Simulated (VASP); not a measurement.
Wanted: the native input for a VASP 6.6.1 run.

| Item | Value |
| --- | --- |
| Task | single point |
| Functional | PBEsol |
| Potentials or basis | VASP PAW PBE potentials, release 64 (W_sv, S) |
| Cutoff | 520 eV |
| k mesh | 10 × 10 × 2 |
| Occupations | fermi-dirac, width 0.05 eV |
| Spin | no spin polarisation |
| Dipole correction | no |
| Further INCAR settings | ALGO = Normal; EDIFF = 1e-07; NBANDS = 35 |

The structure of WS2 lies in POSCAR:

```
WS2
1.0
    3.2250976871      0.0000000000      0.0000000000
   -1.6125488435      2.7930165266      0.0000000000
    0.0000000000      0.0000000000     23.9802300635
W S
2 4
Direct
    0.6666666667      0.3333333333      0.3626824600
    0.3333333333      0.6666666667      0.6373175400
    0.6666666667      0.3333333333      0.7031838900
    0.3333333333      0.6666666667      0.4285581700
    0.6666666667      0.3333333333      0.5714418300
    0.3333333333      0.6666666667      0.2968161100
```

This cell differs from its parent crystal: volume scaled by 1.04.

One way to write it, as run:

INCAR

```
  PREC = Accurate
  ENCUT = 520
  EDIFF = 1E-7
  ISMEAR = -1
  SIGMA = 0.05
  LREAL = F
  LASPH = T
  NELM = 80
  ALGO = Normal
  ISIF = 2
  LWAVE = F
  LCHARG = F
  GGA = PS
  NBANDS = 35
```

KPOINTS

```
regular mesh
0
Gamma
  10 10 2
```

Potentials or basis: VASP PAW PBE potentials, release 64 (W_sv, S).

Launch:

```console
$ cat potpaw_PBE.64/W_sv/POTCAR potpaw_PBE.64/S/POTCAR > POTCAR
$ mpirun -np 1 vasp_std > vasp.out
```

Results of the run:

```json
{
 "Largest force": "0.755 eV/Å",
 "Band gap on the k mesh": "1.60 eV, indirect (least direct gap 2.01 eV)"
}
```

Caveat: the PAW data sets were made with another functional, which shifts forces and pressure a little; spin-orbit coupling is left out, which moves the levels of the heavy elements.

It took 10 min on 1 thread of AMD EPYC 7R13 (shared host), peak memory 0.38 GiB.
